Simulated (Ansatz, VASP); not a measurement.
# Cu2H in VASP and in Ansatz

```
Cu H
1.0
    -1.88043    1.88043    3.77100
     1.88043   -1.88043    3.77100
     1.88043    1.88043   -3.77100
Cu H
4 2
Cartesian
  0.0000 0.0000 1.8991
  1.8804 0.0000 0.0136
  1.8804 0.0000 3.7574
  0.0000 0.0000 5.6429
  0.0000 0.0000 0.0000
  0.0000 1.8804 1.8855
```

Alike in both runs: functional PBE; k mesh 14 × 14 × 14; occupations gaussian, width 0.1 eV; no spin polarisation.

Ansatz relaxed the structure, and its values are those at the end. VASP's run is a single point on that final structure, the one shown.

|  | VASP | Ansatz |
| --- | --- | --- |
| version | VASP 6.6.1 | Ansatz 0.2.0 |
| potentials or method | VASP PAW PBE potentials, release 64 (Cu, H), cutoff 520 eV | scalar-relativistic, plane waves, PAW |
| valence electrons in the cell | 46 | 78 |

Ansatz gave:

| Item | Value |
| --- | --- |
| gap on the k mesh at the Fermi level (eV) | none |
| pressure (GPa) | 0.0 |

**Question.** Estimate VASP's values.

**Answer.** gap on the k mesh at the Fermi level (eV): none; pressure (GPa): 0.5.

A gap of «none» marks a metal or a gap that the smearing closes. VASP's potentials hold 46 valence electrons a cell and Ansatz's 78, so a difference there can come from the potentials and not from the codes.
